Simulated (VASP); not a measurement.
Write the native input for VASP 6.6.1 that does the following.

| Item | Value |
| --- | --- |
| Task | single point |
| Functional | PBE-based screened hybrid with 50 % exact exchange |
| Potentials or basis | VASP PAW PBE potentials, release 64 (Li_sv, Cl) |
| Cutoff | 520 eV |
| k mesh | 4 × 4 × 4 |
| Occupations | gaussian, width 0.01 eV |
| Spin | no spin polarisation |
| Dipole correction | no |
| Grid for exact exchange (PRECFOCK) | Normal |
| Share of exact exchange | 0.5 |
| Further INCAR settings | ALGO = Normal; EDIFF = 1e-07; NBANDS = 12 |
| Screening parameter | 0.2078 1/Å |

LiCl:

```
Li Cl
1.0
     0.00000    2.73304    2.73304
     2.73304    0.00000    2.73304
     2.73304    2.73304    0.00000
Li Cl
1 1
Direct
  0.00000 0.00000 0.00000
  0.25000 0.25000 0.25000
```

One way to write it, as run:

POSCAR

```
LiCl
1.0
    0.0000000000      2.7330425439      2.7330425439
    2.7330425439      0.0000000000      2.7330425439
    2.7330425439      2.7330425439      0.0000000000
Li Cl
1 1
Direct
    0.0000000000      0.0000000000      0.0000000000
    0.2500000000      0.2500000000      0.2500000000
```

INCAR.step1

```
PREC     = Accurate       # precision mode
ENCUT    = 520            # plane-wave cutoff, eV
EDIFF    = 1E-5           # SCF threshold, eV
ISMEAR   = 0              # smearing method
SIGMA    = 0.01           # smearing width, eV
LREAL    = False          # projectors in reciprocal space
LASPH    = True           # aspherical terms in the spheres
NELM     = 100            # most SCF steps
ALGO     = Normal         # electronic algorithm
ISIF     = 2              # what is computed and relaxed
LWAVE    = True           # write WAVECAR
LCHARG   = False          # write CHGCAR
NBANDS   = 12             # bands
GGA      = PE             # functional
```

INCAR.step2

```
PREC     = Accurate       # precision mode
ENCUT    = 520            # plane-wave cutoff, eV
EDIFF    = 1E-7           # SCF threshold, eV
ISMEAR   = 0              # smearing method
SIGMA    = 0.01           # smearing width, eV
LREAL    = False          # projectors in reciprocal space
LASPH    = True           # aspherical terms in the spheres
NELM     = 100            # most SCF steps
ALGO     = Normal         # electronic algorithm
ISIF     = 2              # what is computed and relaxed
LWAVE    = False          # write WAVECAR
LCHARG   = False          # write CHGCAR
GGA      = PE             # functional
LHFCALC  = True           # exact exchange
AEXX     = 0.5            # exact-exchange fraction
HFSCREEN = 0.2078         # screening, 1/A
PRECFOCK = Normal       
NBANDS   = 12             # bands
ISTART   = 1
```

KPOINTS

```
regular mesh
0
Gamma
  4 4 4
```

Potentials or basis: VASP PAW PBE potentials, release 64 (Li_sv, Cl).

Run with:

```bash
$ cat potpaw_PBE.64/Li_sv/POTCAR potpaw_PBE.64/Cl/POTCAR > POTCAR
$ cp INCAR.step1 INCAR
$ mpirun -np 1 vasp_std > vasp.out
$ cp INCAR.step2 INCAR
$ mpirun -np 1 vasp_std > vasp.out
```

It gave:

- Band gap on the k mesh: 8.74 eV

Caveat: the k points lie up to 0.50 Å⁻¹ apart; the structure was generated, so it needn't be the stable form of LiCl.

Run time: 52 s on 1 thread of Intel(R) Xeon(R) 6975P-C (Granite Rapids) (shared host), peak memory 0.26 GiB.
